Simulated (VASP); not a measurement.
# K (Cmcm) in VASP: a series of runs

K is run at these levels: LDA; tasks: single point.

Everything below comes from runs of VASP 6.6.1. Logs are shortened: lines on timing, memory, paths and dates and some standing lists are left out, and cuts for length are marked.

### 1 The cell of the first run

It takes space group Cmcm (No. 63, orthorhombic). The conventional cell has a = 4.876 Å, b = 8.217 Å, c = 7.812 Å, α = 90.00°, β = 90.00°, γ = 90.00°.

### 2 Single point, LDA (strain +0.0150 x Voigt [0, 1, 0, 0, 0, 0])

File INCAR:

```
SYSTEM = K
ALGO = Fast
EDIFF = 1E-7
ENCUT = 520
GGA = CA
ISIF = 2
ISMEAR = 0
LASPH = .True.
LCHARG = .True.
LELF = .True.
LREAL = .False.
LVHAR = .True.
LWAVE = .False.
NBANDS = 16
NELM = 60
PREC = Accurate
SIGMA = 0.15
```

File KPOINTS:

```
k-points
0
Gamma
  12 12 6
  0 0 0
```

File POSCAR:

```
K
1.0
    2.4379623500     -4.1083246067      0.0000000000
    2.4379623500      4.1083246067      0.0000000000
    0.0000000000      0.0000000000      7.8117980100
K
2
Direct
    0.8206130200      0.1793869800      0.2500000000
    0.1793869800      0.8206130200      0.7500000000
```

Potentials or basis: VASP PAW LDA potentials, release 64 (K_sv).

On the command line:

```sh
cat potpaw_LDA.64/K_sv/POTCAR > POTCAR
mpirun -np 1 vasp_std > vasp.out
```

OUTCAR:

```text
SYSTEM = K
   EDIFF = 1E-7
   ENCUT = 520
   GGA = CA
   ISIF = 2
   ISMEAR = 0
   LASPH = .True.
   LREAL = .False.
   NELM = 60
   PREC = Accurate

 ion  position               nearest neighbor table
   1  0.821  0.179  0.250-
   2  0.179  0.821  0.750-

  LATTYP: Found a base centered orthorhombic cell.
 ALAT       =     4.8759247000
 B/A-ratio  =     1.6851468632
 C/A-ratio  =     1.6021162119

  Lattice vectors:

 A1 = (   2.4379623500,  -4.1083246067,   0.0000000000)
 A2 = (   2.4379623500,   4.1083246067,   0.0000000000)
 A3 = (   0.0000000000,   0.0000000000,   7.8117980100)

Analysis of symmetry for initial positions (statically):
=====================================================================
 Subroutine PRICEL returns:
 Original cell was already a primitive cell.

 Routine SETGRP: Setting up the symmetry group for a
 base centered orthorhombic supercell.

 Subroutine GETGRP returns: Found  8 space group operations
 (whereof  4 operations were pure point group operations)
 out of a pool of  8 trial point group operations.

The static configuration has the point symmetry C_2h.
 The point group associated with its full space group is D_2h.

Analysis of symmetry for dynamics (positions and initial velocities):
=====================================================================
 Subroutine PRICEL returns:
 Original cell was already a primitive cell.

 Routine SETGRP: Setting up the symmetry group for a
 base centered orthorhombic supercell.

 Subroutine GETGRP returns: Found  8 space group operations
 (whereof  4 operations were pure point group operations)
 out of a pool of  8 trial point group operations.

The dynamic configuration has the point symmetry C_2h.
 The point group associated with its full space group is D_2h.

 Subroutine INISYM returns: Found  8 space group operations
 (whereof  4 operations are pure point group operations),
 and found     1 'primitive' translations

----------------------------------------------------------------------------------------

                                     Primitive cell

  volume of cell :     156.4850

  direct lattice vectors                    reciprocal lattice vectors
     2.437962350 -4.108324607  0.000000000     0.205089303 -0.121704112  0.000000000
     2.437962350  4.108324607  0.000000000     0.205089303  0.121704112  0.000000000
     0.000000000  0.000000000  7.811798010     0.000000000  0.000000000  0.128011502

  length of vectors
     4.777236805  4.777236805  7.811798010     0.238481683  0.238481683  0.128011502

  position of ions in fractional coordinates (direct lattice)
     0.820613020  0.179386980  0.250000000
     0.179386980  0.820613020  0.750000000

  ion indices of the primitive-cell ions
   primitive index   ion index
                 1           1
                 2           2

----------------------------------------------------------------------------------------

 KPOINTS: k-points

Automatic generation of k-mesh.
 Grid dimensions read from file:
 generate k-points for:   12   12    6

 Generating k-lattice:

  Cartesian coordinates                     Fractional coordinates (reciprocal lattice)
     0.017090775 -0.010142009  0.000000000     0.083333333  0.000000000  0.000000000
     0.017090775  0.010142009  0.000000000     0.000000000  0.083333333  0.000000000
     0.000000000  0.000000000  0.021335250     0.000000000  0.000000000  0.166666667

  Length of vectors
     0.019873474  0.019873474  0.021335250

  Shift w.r.t. Gamma in fractional coordinates (k-lattice)
     0.000000000  0.000000000  0.000000000

 Subroutine IBZKPT returns following result:
 ===========================================

 Found    172 irreducible k-points:

 Following reciprocal coordinates:
            Coordinates               Weight
  0.000000  0.000000  0.000000      1.000000
  0.083333  0.000000  0.000000      4.000000
  0.166667 -0.000000  0.000000      4.000000
  0.250000  0.000000  0.000000      4.000000
  0.333333 -0.000000  0.000000      4.000000
  0.416667  0.000000  0.000000      4.000000
[... 16 lines left out ...]
  0.500000  0.166667  0.000000      4.000000
 -0.416667  0.166667  0.000000      4.000000
 [... further k-points ...]
   k-points           NKPTS =    172   k-points in BZ     NKDIM =    172   number of bands    NBANDS=     16
   number of dos      NEDOS =    301   number of ions     NIONS =      2
   total plane-waves  NPLWV =  77760
   dimension x,y,z NGX =    36 NGY =   36 NGZ =   60
   dimension x,y,z NGXF=    72 NGYF=   72 NGZF=  120
   ions per type =               2
   NGX,Y,Z   is equivalent  to a cutoff of  12.53, 12.53, 12.77 a.u.
   NGXF,Y,Z  is equivalent  to a cutoff of  25.06, 25.06, 25.54 a.u.
 SYSTEM =  K
   PREC   = accura    normal or accurate (medium, high low for compatibility)
   ISTART =      0    job   : 0-new  1-cont  2-samecut
   ICHARG =      2    charge: 1-file 2-atom 10-const
   ISPIN  =      1    spin polarized calculation?
   LNONCOLLINEAR =      F non collinear calculations
   LSORBIT =      F    spin-orbit coupling
   LASPH  =      T    aspherical Exc in radial PAW
   ENCUT  =  520.0 eV  38.22 Ry    6.18 a.u.   8.88  8.88 14.52*2*pi/ulx,y,z
   NELM   =     60;   NELMIN=  2; NELMDL= -5     # of ELM steps
   EDIFF  = 0.1E-06   stopping-criterion for ELM
   LREAL  =      F    real-space projection
   EDIFFG = 0.1E-05   stopping-criterion for IOM
   NSW    =      0    number of steps for IOM
   IBRION =     -1    ionic relax: 0-MD 1-quasi-New 2-CG
   NFREE  =      0    steps in history (QN), initial steepest desc. (CG)
   ISIF   =      2    stress and relaxation
   ISYM   =      2    0-nonsym 1-usesym 2-fastsym
   POTIM  = 0.5000    time-step for ionic-motion
   TEBEG  =    0.0;   TEEND  =   0.0 temperature during run
   PSTRESS=    0.0 pullay stress
   NELECT =      18.0000    total number of electrons
   NUPDOWN=      -1.0000    fix difference up-down
   EMIN   =  10.00;   EMAX   =-10.00  energy-range for DOS
   EFERMI =   0.00;   METHOD = LEGACY
   ISMEAR =     0;   SIGMA  =   0.15  broadening in eV -4-tet -1-fermi 0-gaus
   EFERMI_NEDOS =   21; number of points for ismear=-14 and -15
   IALGO  =     68    algorithm
   IMIX   =      4    mixing-type and parameters
     AMIX     =   0.40;   BMIX     =  1.00
     AMIX_MAG =   1.60;   BMIX_MAG =  1.00
  volume/ion in A,a.u.               =      78.24       528.01
  Fermi-wavevector in a.u.,A,eV,Ry     =   0.796174  1.504551  8.624642  0.633893
  Thomas-Fermi vector in A             =   1.902646
   LORBIT       =      0    0 simple, 1 ext, 2 COOP (PROOUT), +10 PAW based schemes
   GGA     = CA    functional components
   LHFCALC =     F    Hartree Fock is set to
   AEXX    =    0.0000 exact exchange contribution
   IVDW    =     0    specifies the selected vdW correction
   LEPSILON=     F    determine dielectric tensor
   LRPA    =     F    only Hartree local field effects (RPA)
 non-spin polarized calculation
 RMM-DIIS sequential band-by-band and
 Gauss-broadening in eV      SIGMA  =   0.15
  energy-cutoff  :      520.00
  volume of cell :      156.49
 maximum number of plane-waves:      4244
   NGX = 17   NGY = 17   NGZ = 29

 number of electron      18.0000000 magnetization

 Free energy of the ion-electron system (eV)
  ---------------------------------------------------
  ext. energy  EPLUGINS =         0.00000000
  ---------------------------------------------------
  free energy    TOTEN  =        -2.27891928 eV

  energy without entropy =       -2.26165220  energy(sigma->0) =       -2.27028574

 E-fermi :  -0.4388     XC(G=0):  -5.7114

 val. band max:       -0.4415125872   @ k =   0.5000   0.4167   0.1667
 cond. band min:      -0.4171350007   @ k =   0.5000   0.3333   0.3333
 fundamental gap:      0.0243775864
 Fermi energy:        -0.4387789625

 k-point     1 :       0.0000    0.0000    0.0000
  band No.  band energies     occupation
      1     -32.2906      2.00000
      2     -32.2876      2.00000
      3     -16.0309      2.00000
      4     -15.9855      2.00000
      5     -15.9808      2.00000
      6     -15.9752      2.00000
[... 8 lines left out ...]
     15       3.8442      0.00000
     16       3.9874      0.00000

 k-point     2 :       0.0833    0.0000    0.0000
  band No.  band energies     occupation
      1     -32.2904      2.00000
      2     -32.2875      2.00000
      3     -16.0296      2.00000
      4     -15.9876      2.00000
      5     -15.9822      2.00000
      6     -15.9779      2.00000
[... 8 lines left out ...]
     15       3.7900      0.00000
     16       3.9694      0.00000

 k-point     3 :       0.1667   -0.0000    0.0000
  band No.  band energies     occupation
      1     -32.2900      2.00000
      2     -32.2873      2.00000
      3     -16.0260      2.00000
      4     -15.9943      2.00000
      5     -15.9856      2.00000
      6     -15.9849      2.00000
[... 8 lines left out ...]
     15       3.6548      0.00000
     16       3.9770      0.00000

 k-point     4 :       0.2500    0.0000    0.0000
  band No.  band energies     occupation
      1     -32.2893      2.00000
      2     -32.2871      2.00000
      3     -16.0205      2.00000
      4     -16.0040      2.00000
      5     -15.9959      2.00000
      6     -15.9881      2.00000
[... 8 lines left out ...]
     15       3.8047      0.00000
     16       3.8081      0.00000
[... 324 lines left out ...]
 k-point    22 :       0.4167    0.1667    0.0000
  band No.  band energies     occupation
      1     -32.2874      2.00000
      2     -32.2869      2.00000
      3     -16.0209      2.00000
      4     -16.0130      2.00000
      5     -16.0020      2.00000
      6     -16.0001      2.00000
[... 8 lines left out ...]
     15       2.9350      0.00000
     16       3.1319      0.00000

 k-point    23 :       0.5000    0.1667    0.0000
  band No.  band energies     occupation
      1     -32.2877      2.00000
      2     -32.2867      2.00000
      3     -16.0195      2.00000
      4     -16.0130      2.00000
      5     -16.0064      2.00000
      6     -15.9981      2.00000
[... 8 lines left out ...]
     15       2.9952      0.00000
     16       3.4493      0.00000

 k-point    24 :      -0.4167    0.1667    0.0000
  band No.  band energies     occupation
      1     -32.2883      2.00000
      2     -32.2867      2.00000
      3     -16.0138      2.00000
      4     -16.0126      2.00000
      5     -16.0101      2.00000
      6     -15.9943      2.00000
[... 8 lines left out ...]
     15       3.1282      0.00000
     16       3.7978      0.00000

 [... further k-points ...]

------------------------ aborting loop because EDIFF is reached ----------------------------------------

  FORCE on cell =-STRESS in cart. coord.  units (eV):
  Direction    XX          YY          ZZ          XY          YZ          ZX
  --------------------------------------------------------------------------------------
  -------------------------------------------------------------------------------------
  Total       -0.6034318     -0.6002470     -0.5869510      0.0000000      0.0000000      0.0000000
  in kB       -6.1782578     -6.1456503     -6.0095184      0.0000000      0.0000000      0.0000000
  external PRESSURE =      -6.1111422 kB  Pullay stress =       0.0000000 kB

 VOLUME and BASIS-vectors are now :
 -----------------------------------------------------------------------------
  energy-cutoff  :      520.00
  volume of cell :      156.49
      direct lattice vectors                 reciprocal lattice vectors
     2.437962350 -4.108324607  0.000000000     0.205089303 -0.121704112  0.000000000
     2.437962350  4.108324607  0.000000000     0.205089303  0.121704112  0.000000000
     0.000000000  0.000000000  7.811798010     0.000000000  0.000000000  0.128011502

 POSITION                                       TOTAL-FORCE (eV/Angst)
 -----------------------------------------------------------------------------------
      2.43796     -2.63436      1.95295         0.000000     -0.005702     -0.000000
      2.43796      2.63436      5.85885         0.000000      0.005702      0.000000
 -----------------------------------------------------------------------------------
    total drift:                               -0.000000     -0.000000      0.000000

  FREE ENERGIE OF THE ION-ELECTRON SYSTEM (eV)
  ---------------------------------------------------
  free  energy   TOTEN  =        -2.2789192760 eV

  energy  without entropy=       -2.2616522043  energy(sigma->0) =       -2.27028574
```

Wall time 4.8 min (1 thread of AMD EPYC 9R45 (Zen 5), shared host); peak memory 0.42 GiB.

Results:

```yaml
Free_energy: -2.2789 eV
Pressure: -0.6 GPa
Largest_force: 0.006 eV/Å
Band_gap_on_the_k_mesh: zero (bands 9 and 10 overlap by 2.60 eV)
```

Forces on the atoms (eV/Å):
```
K    0.000 -0.006  0.000
K    0.000  0.006  0.000
```

Levels at points of the mesh, in eV from the Fermi level:
```
           k point  band 6  band 7  band 8  band 9  band 10  band 11  band 12  band 13
(0.00, 0.00, 0.00)  -15.54  -15.54  -15.54   -2.07     0.29     0.60     3.78     3.99
(0.50, 0.00, 0.00)  -15.56  -15.55  -15.54    0.07     0.24     1.70     1.96     2.17
(0.50, 0.50, 0.00)  -15.56  -15.55  -15.54    0.12     0.35     1.65     1.91     2.40
(0.00, 0.00, 0.50)  -15.54  -15.54  -15.54   -1.38    -1.38     2.70     2.70     3.89
(0.50, 0.00, 0.50)  -15.55  -15.55  -15.55    0.57     0.57     0.84     0.84     3.00
(0.50, 0.50, 0.50)  -15.55  -15.55  -15.55    0.66     0.66     0.90     0.90     3.04
```

Caveat: the cell differs from its parent crystal (strain +0.0150 x Voigt [0, 1, 0, 0, 0, 0]).

(Part 1 of 2 ends here.)

The gap in the log of VASP goes by the Fermi energy; the results here count the filled bands.